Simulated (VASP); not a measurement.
Set up this calculation in VASP 6.6.1, as the native input.

| Property | Result |
| --- | --- |
| Task | single point |
| Functional | PBEsol |
| Potentials or basis | VASP PAW PBE potentials, release 64 (La) |
| Cutoff | 520 eV |
| k mesh | 9 × 9 × 9 |
| Occupations | fermi-dirac, width 0.05 eV |
| Spin | no spin polarisation |
| Dipole correction | no |
| Further INCAR settings | ALGO = Normal; EDIFF = 1e-06; NBANDS = 12 |

The structure of La lies in POSCAR:

```
La
1.0
   -2.1238310710      2.1238310710      2.1238310710
    2.1238310710     -2.1238310710      2.1238310710
    2.1238310710      2.1238310710     -2.1238310710
La
1
Direct
    0.0000000000      0.0000000000      0.0000000000
```

This isn't the form of La at room conditions, which is double hcp.

One way to write it, as run:

INCAR

```
ALGO     = Normal         # electronic algorithm
EDIFF    = 1E-6           # SCF threshold, eV
ENCUT    = 520            # plane-wave cutoff, eV
GGA      = PS             # functional
ISIF     = 2              # what is computed and relaxed
ISMEAR   = -1             # smearing method
LASPH    = True           # aspherical terms in the spheres
LCHARG   = False          # write CHGCAR
LREAL    = False          # projectors in reciprocal space
LWAVE    = False          # write WAVECAR
NBANDS   = 12             # bands
NELM     = 60             # most SCF steps
PREC     = Accurate       # precision mode
SIGMA    = 0.05           # smearing width, eV
```

KPOINTS

```
k-points
0
Gamma
  9 9 9
```

Potentials or basis: VASP PAW PBE potentials, release 64 (La).

Run with:

```bash
$ cat potpaw_PBE.64/La/POTCAR > POTCAR
$ mpirun -np 1 vasp_std > vasp.out
```

Results of the run:

| Property | Result |
| --- | --- |
| Pressure | -2.6 GPa |
| Band gap on the k mesh | zero (an odd number of electrons rules out a gap without spin polarisation) |

Caveat: the PAW data sets were made with another functional, which shifts forces and pressure a little; spin-orbit coupling is left out, which moves the levels of the heavy elements.

Wall time 43 s on 1 thread of AMD EPYC 7R43 64-Core Processor (Zen 3), on a shared host, peak memory 0.12 GiB.
